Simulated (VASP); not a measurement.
# VO2 (P4_2/mnm) in VASP: notebook

VO2 is run at these levels: PBE+U; tasks: relaxation of shape and atoms at fixed volume, single point.

Program: VASP 6.6.1. These are calculated values, not measurements. Logs are shortened: lines on timing, memory, paths and dates and some standing lists are left out, and cuts for length are marked.

**1. The cell of the first run**

Symmetry: P4_2/mnm, No. 136, tetragonal system. The conventional cell has a = 4.635 Å, b = 4.635 Å, c = 3.113 Å, α = 90.00°, β = 90.00°, γ = 90.00°. V (site symmetry mmm) has 6 O at 1.96 to 2.04 Å within 2.6 Å. Within 2.7 Å of O (site symmetry m2m) lie 3 V at 1.96 to 2.04 Å and 1 O at 2.63 Å.

**2. Relaxation of shape and atoms at fixed volume, PBE+U, collinear spin, ferromagnetic start (11.14 Å³/atom)**

INCAR reads:

```
ALGO = Normal ; EDIFF = 1E-7
EDIFFG = -0.01 ; ENCUT = 600
GGA = PE ; GGA_COMPAT = False
IBRION = 2 ; ISIF = 4
ISMEAR = 0 ; ISPIN = 2
KPAR = 4 ; LASPH = True
LCHARG = False ; LDAU = True
LDAUJ = 0 0 ; LDAUL = 2 -1
LDAUPRINT = 1 ; LDAUTYPE = 2
LDAUU = 3.25 0 ; LMAXMIX = 4
LORBIT = 11 ; LREAL = False
LWAVE = False ; MAGMOM = 0.95 0.95 0 0 0 0
NELM = 200 ; NELMIN = 4
NSW = 50 ; PREC = Accurate
SIGMA = 0.02
```

KPOINTS reads:

```
k-points
0
Gamma
  6 6 10
```

POSCAR reads:

```
VO2
1.0
    4.6345197503      0.0000000000      0.0000000000
    0.0000000000      4.6345197503      0.0000000000
    0.0000000000      0.0000000000      3.1126090032
V O
2 4
Direct
    0.0000000000      0.0000000000      0.0000000000
    0.5000000000      0.5000000000      0.5000000000
    0.2992167434      0.2992167434      0.0000000000
    0.2007832566      0.7992167434      0.5000000000
    0.7007832566      0.7007832566      0.0000000000
    0.7992167434      0.2007832566      0.5000000000
```

Potentials or basis: VASP PAW PBE potentials, release 64 (V_sv, O).

Run with:

```
cat potpaw_PBE.64/V_sv/POTCAR potpaw_PBE.64/O/POTCAR > POTCAR
mpirun -np 4 vasp_std > vasp.out
```

OUTCAR:

```text
EDIFF = 1E-7
   EDIFFG = -0.01
   ENCUT = 600
   GGA = PE
   IBRION = 2
   ISIF = 4
   ISMEAR = 0
   ISPIN = 2
   LASPH = True
   LORBIT = 11
   LREAL = False
   NELM = 200
   NELMIN = 4
   NSW = 50
   PREC = Accurate

 ion  position               nearest neighbor table
   1  0.000  0.000  0.000-   3 1.96   5 1.96   4 2.04   6 2.04   4 2.04   6 2.04
   2  0.500  0.500  0.500-   4 1.96   6 1.96   5 2.04   3 2.04   3 2.04   5 2.04
   3  0.299  0.299  0.000-   1 1.96   2 2.04   2 2.04
   4  0.201  0.799  0.500-   2 1.96   1 2.04   1 2.04
   5  0.701  0.701  0.000-   1 1.96   2 2.04   2 2.04
   6  0.799  0.201  0.500-   2 1.96   1 2.04   1 2.04

  LATTYP: Found a simple tetragonal cell.
 ALAT       =     4.6345197503
 C/A-ratio  =     0.6716141415

  Lattice vectors:

 A1 = (   4.6345197503,   0.0000000000,   0.0000000000)
 A2 = (   0.0000000000,   4.6345197503,   0.0000000000)
 A3 = (   0.0000000000,   0.0000000000,   3.1126090032)

Analysis of symmetry for initial positions (statically):
=====================================================================
 Subroutine PRICEL returns:
 Original cell was already a primitive cell.

 Routine SETGRP: Setting up the symmetry group for a
 simple tetragonal supercell.

 Subroutine GETGRP returns: Found 16 space group operations
 (whereof  8 operations were pure point group operations)
 out of a pool of 16 trial point group operations.

The static configuration has the point symmetry D_2h.
 The point group associated with its full space group is D_4h.

Analysis of symmetry for dynamics (positions and initial velocities):
=====================================================================
 Subroutine PRICEL returns:
 Original cell was already a primitive cell.

 Routine SETGRP: Setting up the symmetry group for a
 simple tetragonal supercell.

 Subroutine GETGRP returns: Found 16 space group operations
 (whereof  8 operations were pure point group operations)
[... 365 lines left out ...]
  o =  0.2486  v =  0.0000  0.0000  0.0000  0.0000  0.0000  0.0000  0.7071  0.0000 -0.7071 -0.0000      0.0000  0.0000  0.0000  0.0000  0.0000  0.0000  0.0000  0.0000  0.0000  0.0000
  o =  0.2759  v = -0.0000  0.7071  0.0000 -0.7071  0.0000  0.0000  0.0000  0.0000  0.0000  0.0000      0.0000  0.0000  0.0000  0.0000  0.0000  0.0000  0.0000  0.0000  0.0000  0.0000
  o =  0.2771  v =  0.0000  0.0000  0.0000  0.0000  0.0000 -0.8367 -0.0000  0.5477  0.0000 -0.0000      0.0000  0.0000  0.0000  0.0000  0.0000  0.0000  0.0000  0.0000  0.0000  0.0000
  o =  0.3593  v = -0.8434 -0.0000  0.5373  0.0000 -0.0000  0.0000  0.0000  0.0000  0.0000  0.0000      0.0000  0.0000  0.0000  0.0000  0.0000  0.0000  0.0000  0.0000  0.0000  0.0000
  o =  0.9269  v = -0.5373  0.0000 -0.8434  0.0000  0.0000  0.0000  0.0000  0.0000  0.0000  0.0000      0.0000  0.0000  0.0000  0.0000  0.0000  0.0000  0.0000  0.0000  0.0000  0.0000

atom =   2  type =  1  l = 2

 onsite density matrix

spin component  1

  0.5232  0.0000 -0.2572  0.0000 -0.0000
  0.0000  0.2098  0.0000  0.0661  0.0000
 -0.2572  0.0000  0.7630  0.0000  0.0000
  0.0000  0.0661  0.0000  0.2098  0.0000
 -0.0000  0.0000  0.0000  0.0000  0.1714

spin component  2

  0.2085  0.0000  0.1046  0.0000 -0.0000
  0.0000  0.1752  0.0000  0.0735  0.0000
  0.1046  0.0000  0.1172  0.0000  0.0000
  0.0000  0.0735  0.0000  0.1752  0.0000
 -0.0000  0.0000  0.0000  0.0000  0.1147

 occupancies and eigenvectors

  o =  0.0487  v =  0.0000  0.0000  0.0000  0.0000  0.0000 -0.5477 -0.0000  0.8367  0.0000 -0.0000      0.0000  0.0000  0.0000  0.0000  0.0000  0.0000  0.0000  0.0000  0.0000  0.0000
  o =  0.1017  v =  0.0000  0.0000  0.0000  0.0000  0.0000  0.0000  0.7071  0.0000 -0.7071 -0.0000      0.0000  0.0000  0.0000  0.0000  0.0000  0.0000  0.0000  0.0000  0.0000  0.0000
  o =  0.1147  v =  0.0000  0.0000  0.0000  0.0000  0.0000 -0.0000  0.0000  0.0000  0.0000  1.0000      0.0000  0.0000  0.0000  0.0000  0.0000  0.0000  0.0000  0.0000  0.0000  0.0000
  o =  0.1438  v =  0.0000 -0.7071 -0.0000  0.7071  0.0000  0.0000  0.0000  0.0000  0.0000  0.0000      0.0000  0.0000  0.0000  0.0000  0.0000  0.0000  0.0000  0.0000  0.0000  0.0000
  o =  0.1714  v =  0.0000 -0.0000  0.0000  0.0000 -1.0000  0.0000  0.0000  0.0000  0.0000  0.0000      0.0000  0.0000  0.0000  0.0000  0.0000  0.0000  0.0000  0.0000  0.0000  0.0000
  o =  0.2486  v =  0.0000  0.0000  0.0000  0.0000  0.0000  0.0000 -0.7071  0.0000 -0.7071  0.0000      0.0000  0.0000  0.0000  0.0000  0.0000  0.0000  0.0000  0.0000  0.0000  0.0000
  o =  0.2759  v =  0.0000 -0.7071  0.0000 -0.7071 -0.0000  0.0000  0.0000  0.0000  0.0000  0.0000      0.0000  0.0000  0.0000  0.0000  0.0000  0.0000  0.0000  0.0000  0.0000  0.0000
  o =  0.2771  v =  0.0000  0.0000  0.0000  0.0000  0.0000 -0.8367 -0.0000 -0.5477  0.0000 -0.0000      0.0000  0.0000  0.0000  0.0000  0.0000  0.0000  0.0000  0.0000  0.0000  0.0000
  o =  0.3593  v = -0.8434  0.0000 -0.5373  0.0000 -0.0000  0.0000  0.0000  0.0000  0.0000  0.0000      0.0000  0.0000  0.0000  0.0000  0.0000  0.0000  0.0000  0.0000  0.0000  0.0000
  o =  0.9269  v = -0.5373  0.0000  0.8434  0.0000  0.0000  0.0000  0.0000  0.0000  0.0000  0.0000      0.0000  0.0000  0.0000  0.0000  0.0000  0.0000  0.0000  0.0000  0.0000  0.0000

--------------------------------------- Ionic step        5  -------------------------------------------

 number of electron      50.0000015 magnetization       2.0000002

 Free energy of the ion-electron system (eV)
  ---------------------------------------------------
  ext. energy  EPLUGINS =         0.00000000
  ---------------------------------------------------
  free energy    TOTEN  =       -46.34070612 eV

  energy without entropy =      -46.34070612  energy(sigma->0) =      -46.34070612

 E-fermi :   4.2507     XC(G=0): -11.1104

 val. band max:        4.0454486787   @ k =   0.0000   0.0000   0.0000
 cond. band min:       4.7871518697   @ k =   0.5000   0.0000   0.5000
 fundamental gap:      0.7417031911
 Fermi energy:         4.2507022618

 spin component 1

 k-point     1 :       0.0000    0.0000    0.0000
  band No.  band energies     occupation
      1     -61.8517      1.00000
      2     -61.8466      1.00000
      3     -35.8095      1.00000
      4     -35.8095      1.00000
      5     -35.4694      1.00000
      6     -35.4565      1.00000
[... 1660 lines left out ...]
  FREE ENERGIE OF THE ION-ELECTRON SYSTEM (eV)
  ---------------------------------------------------
  free  energy   TOTEN  =       -46.3407061243 eV

  energy  without entropy=      -46.3407061243  energy(sigma->0) =      -46.34070612

 reached required accuracy - stopping structural energy minimisation

 total charge

# of ion       s       p       d       tot
------------------------------------------
    1        2.254   6.265   2.642  11.160
    2        2.254   6.265   2.642  11.160
    3        1.562   3.443   0.000   5.004
    4        1.562   3.443   0.000   5.004
    5        1.562   3.443   0.000   5.004
    6        1.562   3.443   0.000   5.004
--------------------------------------------------
tot         10.755  26.300   5.284  42.339

 magnetization (x)

# of ion       s       p       d       tot
------------------------------------------
    1        0.014   0.012   1.084   1.110
    2        0.014   0.012   1.084   1.110
    3       -0.002  -0.066   0.000  -0.068
    4       -0.002  -0.066   0.000  -0.068
    5       -0.002  -0.066   0.000  -0.068
    6       -0.002  -0.066   0.000  -0.068
--------------------------------------------------
tot          0.020  -0.242   2.168   1.946
```

OSZICAR:

```text
N       E                     dE             d eps       ncg     rms          rms(c)
DAV:   1     0.692275800276E+03    0.69228E+03   -0.29844E+04  7472   0.190E+03
DAV:   2     0.166780962736E+02   -0.67560E+03   -0.64920E+03  8096   0.550E+02
[... 47 lines left out ...]
DAV:   1    -0.463407142763E+02   -0.39635E-04   -0.14124E-02  7440   0.955E-01    0.507E-02
DAV:   2    -0.463407182172E+02   -0.39409E-05   -0.33272E-04  7815   0.127E-01    0.306E-02
DAV:   3    -0.463407079471E+02    0.10270E-04   -0.24051E-05  9264   0.463E-02    0.166E-02
DAV:   4    -0.463407060899E+02    0.18572E-05   -0.14583E-05  9633   0.326E-02    0.547E-03
DAV:   5    -0.463407060881E+02    0.17262E-08   -0.16967E-06  8939   0.112E-02    0.192E-03
DAV:   6    -0.463407061243E+02   -0.36217E-07   -0.84460E-08  4811   0.271E-03
   5 F= -.46340706E+02 E0= -.46340706E+02  d E =-.315022E-04  mag=     2.0000
```

CONTCAR:

```text
VO2
   1.00000000000000
     4.6461561393911524    0.0000000000000000    0.0000000000000000
     0.0000000000000000    4.6461561393911524    0.0000000000000000
     0.0000000000000000    0.0000000000000000    3.0970373469301831
  V               O
     2     4
Direct
     0.0000000000000000    0.0000000000000000    0.0000000000000000
     0.5000000000000000    0.5000000000000000    0.5000000000000000
     0.3005015039301598    0.3005015039301598    0.0000000000000000
     0.1994984960698402    0.8005015039301597    0.5000000000000000
     0.6994984960698403    0.6994984960698403    0.0000000000000000
     0.8005015039301597    0.1994984960698402    0.5000000000000000

  0.00000000E+00  0.00000000E+00  0.00000000E+00
  0.00000000E+00  0.00000000E+00  0.00000000E+00
  0.00000000E+00  0.00000000E+00  0.00000000E+00
  0.00000000E+00  0.00000000E+00  0.00000000E+00
  0.00000000E+00  0.00000000E+00  0.00000000E+00
  0.00000000E+00  0.00000000E+00  0.00000000E+00
```

Wall time 2.4 min (4 MPI ranks of Intel Xeon 6975P-C (Granite Rapids), shared host); peak memory 0.38 GiB.

What came out:

```yaml
Free_energy: -46.3407 eV
Energy_gained_by_relaxing: 0.4 meV/atom
Ionic_steps: 5
Pressure_after_relaxing: -15.5 GPa
Band_gap_on_the_k_mesh: 0.74 eV (least direct gap 0.95 eV)
Net_moment: 2.00 μB per cell
Site_moments: V +1.11; O -0.07 μB
Valence_electrons_inside_the_program's_atomic_spheres: V 11.16; O 5.00
```

Forces in eV/Å, atoms in the order of the input:
```
V    0.000  0.000  0.000
V    0.000  0.000  0.000
O    0.002  0.002  0.000
O   -0.002  0.002  0.000
O   -0.002 -0.002  0.000
O    0.002 -0.002  0.000
```

Step by step:
| step | energy change (eV) | largest force (eV/Å) | pressure (GPa) | volume (Å³) |
| --- | --- | --- | --- | --- |
| 1 | 0.0000 | 0.0650 | -15.70 | 66.86 |
| 2 | -0.0014 | 0.0432 | -15.64 | 66.86 |
| 3 | -0.0021 | 0.0100 | -15.53 | 66.86 |
| 4 | -0.0021 | 0.0112 | -15.54 | 66.86 |
| 5 | -0.0022 | 0.0027 | -15.53 | 66.86 |

Final structure:
```
V O
1.0
     4.64616    0.00000    0.00000
     0.00000    4.64616    0.00000
     0.00000    0.00000    3.09704
V O
2 4
Direct
  0.00000 0.00000 0.00000
  0.50000 0.50000 0.50000
  0.30050 0.30050 0.00000
  0.19950 0.80050 0.50000
  0.69950 0.69950 0.00000
  0.80050 0.19950 0.50000
```

Levels at points of the mesh, in eV from the valence-band top:
Spin up:
| k point | band 24 | band 25 | band 26 | band 27 | band 28 | band 29 |
| --- | --- | --- | --- | --- | --- | --- |
| (0.00, 0.00, 0.00) | -0.53 | -0.53 | 0.00 | 0.95 | 1.09 | 1.09 |
| (0.50, 0.00, 0.00) | -0.94 | -0.69 | -0.69 | 1.63 | 1.63 | 2.02 |
| (0.50, 0.50, 0.00) | -1.50 | -1.36 | -1.36 | 1.12 | 1.12 | 2.34 |
| (0.00, 0.00, 0.50) | -1.53 | -1.07 | -1.07 | 1.76 | 1.76 | 2.29 |
| (0.50, 0.00, 0.50) | -1.07 | -1.01 | -1.01 | 0.74 | 0.74 | 2.39 |
| (0.50, 0.50, 0.50) | -1.07 | -0.73 | -0.73 | 1.48 | 1.48 | 1.81 |
Spin down:
```
           k point  band 21  band 22  band 23  band 24  band 25  band 26  band 27  band 28
(0.00, 0.00, 0.00)    -1.01    -0.67    -0.67    -0.19     1.89     1.94     1.94     2.45
(0.50, 0.00, 0.00)    -1.99    -1.99    -0.88    -0.88     2.43     2.43     2.79     2.79
(0.50, 0.50, 0.00)    -1.72    -1.72    -1.45    -1.45     1.97     1.97     2.39     2.39
(0.00, 0.00, 0.50)    -2.41    -2.41    -1.58    -1.58     2.53     2.53     2.93     2.93
(0.50, 0.00, 0.50)    -2.01    -2.01    -1.17    -1.17     1.62     1.62     3.08     3.08
(0.50, 0.50, 0.50)    -1.42    -1.42    -0.82    -0.82     2.24     2.24     2.54     2.54
```

Eigenvalues of the final occupation matrices:
```
    site  spin  trace               eigenvalues
site 1 d     1   1.88  0.14 0.17 0.28 0.36 0.93
site 1 d     2   0.79  0.05 0.10 0.11 0.25 0.28
site 2 d     1   1.88  0.14 0.17 0.28 0.36 0.93
site 2 d     2   0.79  0.05 0.10 0.11 0.25 0.28
```

Caveat: semilocal functionals underestimate gaps, and a narrow one can read as zero. The state reached can hang on the start; a lower one may exist.

**3. Relaxation of shape and atoms at fixed volume, PBE+U, collinear spin, ferromagnetic start (10.43 Å³/atom)**

This run uses another cell than the first one, of 10.43 Å³/atom.

INCAR reads:

```
PREC = Accurate ; ENCUT = 600
EDIFF = 1E-7 ; ISMEAR = 0
SIGMA = 0.02 ; LREAL = False
LASPH = True ; NELM = 200
ALGO = Normal ; ISIF = 4
LWAVE = False ; LCHARG = False
ISPIN = 2 ; MAGMOM = 0.95 0.95 0 0 0 0
LORBIT = 11 ; LMAXMIX = 4
LDAU = True ; LDAUTYPE = 2
LDAUL = 2 -1 ; LDAUU = 3.25 0
LDAUJ = 0 0 ; LDAUPRINT = 1
GGA = PE ; IBRION = 2
NSW = 50 ; EDIFFG = -0.01
GGA_COMPAT = False ; NELMIN = 4
KPAR = 4
```

KPOINTS reads:

```
Automatic mesh
0
Gamma
  6 6 10
```

POSCAR reads:

```
VO2
1.0
    4.5264389064      0.0000000000      0.0000000000
    0.0000000000      4.5264389064      0.0000000000
    0.0000000000      0.0000000000      3.0553801816
V O
2 4
Direct
    0.0000000000      0.0000000000      0.0000000000
    0.5000000000      0.5000000000      0.5000000000
    0.2989922608      0.2989922608      0.0000000000
    0.2010077392      0.7989922608      0.5000000000
    0.7010077392      0.7010077392      0.0000000000
    0.7989922608      0.2010077392      0.5000000000
```

Potentials or basis: VASP PAW PBE potentials, release 64 (V_sv, O).

Run with:

```
cat potpaw_PBE.64/V_sv/POTCAR potpaw_PBE.64/O/POTCAR > POTCAR
mpirun -np 4 vasp_std > vasp.out
```

OUTCAR:

```text
PREC = Accurate
   ENCUT = 600
   EDIFF = 1E-7
   ISMEAR = 0
   LREAL = False
   LASPH = True
   NELM = 200
   ISIF = 4
   ISPIN = 2
   LORBIT = 11
   GGA = PE
   IBRION = 2
   NSW = 50
   EDIFFG = -0.01
   NELMIN = 4

 ion  position               nearest neighbor table
   1  0.000  0.000  0.000-   3 1.91   5 1.91   4 2.00   6 2.00   4 2.00   6 2.00
   2  0.500  0.500  0.500-   4 1.91   6 1.91   5 2.00   3 2.00   3 2.00   5 2.00
   3  0.299  0.299  0.000-   1 1.91   2 2.00   2 2.00
   4  0.201  0.799  0.500-   2 1.91   1 2.00   1 2.00
   5  0.701  0.701  0.000-   1 1.91   2 2.00   2 2.00
   6  0.799  0.201  0.500-   2 1.91   1 2.00   1 2.00

  LATTYP: Found a simple tetragonal cell.
 ALAT       =     4.5264389064
 C/A-ratio  =     0.6750074937

  Lattice vectors:

 A1 = (   4.5264389064,   0.0000000000,   0.0000000000)
 A2 = (   0.0000000000,   4.5264389064,   0.0000000000)
 A3 = (   0.0000000000,   0.0000000000,   3.0553801816)

Analysis of symmetry for initial positions (statically):
=====================================================================
 Subroutine PRICEL returns:
 Original cell was already a primitive cell.
[... 340 lines left out ...]
  o =  0.2977  v =  0.0000  0.0000  0.0000  0.0000  0.0000 -0.8350  0.0000 -0.5503  0.0000 -0.0000      0.0000  0.0000  0.0000  0.0000  0.0000  0.0000  0.0000  0.0000  0.0000  0.0000
  o =  0.3725  v = -0.8413 -0.0000 -0.5405  0.0000 -0.0000  0.0000  0.0000  0.0000  0.0000  0.0000      0.0000  0.0000  0.0000  0.0000  0.0000  0.0000  0.0000  0.0000  0.0000  0.0000
  o =  0.9273  v = -0.5405  0.0000  0.8413  0.0000  0.0000  0.0000  0.0000  0.0000  0.0000  0.0000      0.0000  0.0000  0.0000  0.0000  0.0000  0.0000  0.0000  0.0000  0.0000  0.0000

--------------------------------------- Ionic step        3  -------------------------------------------

 number of electron      49.9999985 magnetization       1.9999993

 Free energy of the ion-electron system (eV)
  ---------------------------------------------------
  ext. energy  EPLUGINS =         0.00000000
  ---------------------------------------------------
  free energy    TOTEN  =       -46.59021193 eV

  energy without entropy =      -46.59021193  energy(sigma->0) =      -46.59021193

 E-fermi :   4.8416     XC(G=0): -11.4669

 val. band max:        4.7020053866   @ k =   0.0000   0.0000   0.0000
 cond. band min:       5.6136522679   @ k =   0.5000   0.0000   0.5000
 fundamental gap:      0.9116468813
 Fermi energy:         4.8416185992

 spin component 1

 k-point     1 :       0.0000    0.0000    0.0000
  band No.  band energies     occupation
      1     -60.9755      1.00000
      2     -60.9680      1.00000
      3     -34.9642      1.00000
      4     -34.9642      1.00000
      5     -34.6118      1.00000
      6     -34.5934      1.00000
[... 1660 lines left out ...]
  FREE ENERGIE OF THE ION-ELECTRON SYSTEM (eV)
  ---------------------------------------------------
  free  energy   TOTEN  =       -46.5902119328 eV

  energy  without entropy=      -46.5902119328  energy(sigma->0) =      -46.59021193

 reached required accuracy - stopping structural energy minimisation

 total charge

# of ion       s       p       d       tot
------------------------------------------
    1        2.273   6.306   2.709  11.288
    2        2.273   6.306   2.709  11.288
    3        1.564   3.479   0.000   5.043
    4        1.564   3.479   0.000   5.043
    5        1.564   3.479   0.000   5.043
    6        1.564   3.479   0.000   5.043
--------------------------------------------------
tot         10.804  26.527   5.417  42.749

 magnetization (x)

# of ion       s       p       d       tot
------------------------------------------
    1        0.014   0.012   1.054   1.081
    2        0.014   0.012   1.054   1.081
    3       -0.002  -0.052   0.000  -0.054
    4       -0.002  -0.052   0.000  -0.054
    5       -0.002  -0.052   0.000  -0.054
    6       -0.002  -0.052   0.000  -0.054
--------------------------------------------------
tot          0.021  -0.184   2.109   1.945
```

OSZICAR:

```text
N       E                     dE             d eps       ncg     rms          rms(c)
DAV:   1     0.698244844655E+03    0.69824E+03   -0.29972E+04  7456   0.192E+03
DAV:   2     0.174117179373E+02   -0.68083E+03   -0.65390E+03  8049   0.556E+02
DAV:   3    -0.621152374513E+02   -0.79527E+02   -0.78147E+02  9505   0.175E+02
DAV:   4    -0.640422663505E+02   -0.19270E+01   -0.19034E+01  8686   0.275E+01
[... 27 lines left out ...]
DAV:   2    -0.465903323485E+02    0.90112E-04   -0.16714E-03  8294   0.313E-01    0.860E-02
DAV:   3    -0.465902050620E+02    0.12729E-03   -0.21814E-04  8868   0.133E-01    0.331E-02
DAV:   4    -0.465902121759E+02   -0.71138E-05   -0.60673E-05  7725   0.565E-02    0.145E-02
DAV:   5    -0.465902119154E+02    0.26049E-06   -0.45491E-06  8664   0.193E-02    0.571E-03
DAV:   6    -0.465902119328E+02   -0.17446E-07   -0.99764E-07  7852   0.835E-03
   3 F= -.46590212E+02 E0= -.46590212E+02  d E =-.808647E-03  mag=     2.0000
```

It took 86 s on 4 MPI ranks of Intel Xeon Platinum 8488C (Sapphire Rapids), shared host; peak memory 0.34 GiB.

What came out:

```yaml
Free_energy: -46.5902 eV
Energy_gained_by_relaxing: 0.1 meV/atom
Ionic_steps: 3
Pressure_after_relaxing: -3.4 GPa
Band_gap_on_the_k_mesh: 0.91 eV (least direct gap 1.14 eV)
Net_moment: 2.00 μB per cell
Site_moments: V +1.08; O -0.05 μB
Valence_electrons_inside_the_program's_atomic_spheres: V 11.29; O 5.04
```

The path:
```tsv
step	energy change (eV)	largest force (eV/Å)	pressure (GPa)	volume (Å³)
1	0.0000	0.0547	-3.44	62.60
2	-0.0007	0.0158	-3.40	62.60
3	-0.0008	0.0013	-3.39	62.60
```

Final structure:
```xyz
6
Lattice="4.5320 0.0000 0.0000 0.0000 4.5320 0.0000 0.0000 0.0000 3.0478" Properties=species:S:1:pos:R:3 pbc="T T T"
V     4.5320    0.0000    0.0000
V     2.2660    2.2660    1.5239
O     1.3577    1.3577    0.0000
O     0.9083    3.6238    1.5239
O     3.1743    3.1743    0.0000
O     3.6238    0.9083    1.5239
```

Eigenvalues of the final occupation matrices:
```tsv
site	spin	trace	eigenvalues
site 1 d	1	1.90	0.14 0.17 0.28 0.37 0.93
site 1 d	2	0.84	0.05 0.11 0.12 0.26 0.30
site 2 d	1	1.90	0.14 0.17 0.28 0.37 0.93
site 2 d	2	0.84	0.05 0.11 0.12 0.26 0.30
```

A k mesh can miss the band edges. The state reached can hang on the start; a lower one may exist.

[end of part 1 of 2]
